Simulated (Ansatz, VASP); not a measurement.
**Two plane-wave programs on WSe2**

INCAR

```
SYSTEM = WSe2
PREC = Accurate ; ENCUT = 520
EDIFF = 1E-7 ; ISMEAR = 0
SIGMA = 0.05 ; LREAL = .FALSE.
LASPH = .TRUE. ; NELM = 100
ALGO = Normal ; ISIF = 2
LWAVE = .FALSE. ; LCHARG = .FALSE.
GGA = PS ; NBANDS = 49
```

KPOINTS

```
regular mesh
0
G
  12 12 1
  0 0 0
```

File POSCAR:

```
WSe2
1.0
    3.3690299457      0.0000000000      0.0000000000
   -1.6845149728      2.9176655191      0.0000000000
    0.0000000000      0.0000000000     28.3092078968
W Se
3 6
Direct
    0.6666666667      0.3333333333      0.0000000000
    0.3333333333      0.6666666667      0.7734641576
    0.3333333333      0.6666666667      0.2265358424
    0.3333333333      0.6666666667      0.0573689705
    0.6666666667      0.3333333333      0.8308403050
    0.6666666667      0.3333333333      0.2838341585
    0.3333333333      0.6666666667      0.9426310295
    0.6666666667      0.3333333333      0.7161658415
    0.6666666667      0.3333333333      0.1691596950
```

Input for Ansatz:

```yaml
crystal:
  lattice:
    - [3.3690299457, 0.0, 0.0]
    - [-1.6845149728, 2.9176655191, 0.0]
    - [0.0, 0.0, 28.3092078968]
  atoms:
    - { symbol: W, position: [0.6666666667, 0.3333333333, 0.0] }
    - { symbol: W, position: [0.3333333333, 0.6666666667, 0.7734641576] }
    - { symbol: W, position: [0.3333333333, 0.6666666667, 0.2265358424] }
    - { symbol: Se, position: [0.3333333333, 0.6666666667, 0.0573689705] }
    - { symbol: Se, position: [0.6666666667, 0.3333333333, 0.830840305] }
    - { symbol: Se, position: [0.6666666667, 0.3333333333, 0.2838341585] }
    - { symbol: Se, position: [0.3333333333, 0.6666666667, 0.9426310295] }
    - { symbol: Se, position: [0.6666666667, 0.3333333333, 0.7161658415] }
    - { symbol: Se, position: [0.6666666667, 0.3333333333, 0.169159695] }
basis:
  ecutwfc: 420
kpoints:
  mp_grid: { grid: [12, 12, 1] }
hamiltonian:
  xc: pbesol
scf:
  occupations: { method: gaussian, width: 0.05 }
output:
  forces: true
  stress: true
  eigenvalues: true
```

Change from the starting cell: strain +0.030 along x and y, -0.030 along z, atoms carried along.

Alike in both runs: task single point; functional PBEsol; k mesh 12 × 12 × 1; occupations gaussian, width 0.05 eV; no spin polarisation.

|  | VASP | Ansatz |
| --- | --- | --- |
| version | VASP 6.6.1 | Ansatz 0.2.0 |
| potentials or method | VASP PAW PBE potentials, release 64 (W_sv, Se), cutoff 520 eV | scalar-relativistic, plane waves, PAW |
| valence electrons in the cell | 78 | 138 |

VASP gave:

| Item | Value |
| --- | --- |
| gap on the k mesh at the Fermi level (eV) | 0.78 |
| least direct gap on the mesh (eV) | 1.24 |
| rms of the force components (eV/Å) | 0.140 |

Question: What did Ansatz give for the same quantities?

Answer: gap on the k mesh at the Fermi level (eV): 0.79; least direct gap on the mesh (eV): 1.24; rms of the force components (eV/Å): 0.113.

VASP's potentials were made for PBE, not for PBEsol. Atom by atom the forces differ by 0.027 eV/Å (rms over components). VASP's potentials hold 78 valence electrons a cell and Ansatz's 138, so a difference there can come from the potentials and not from the codes.

Neither program's run includes spin-orbit coupling.
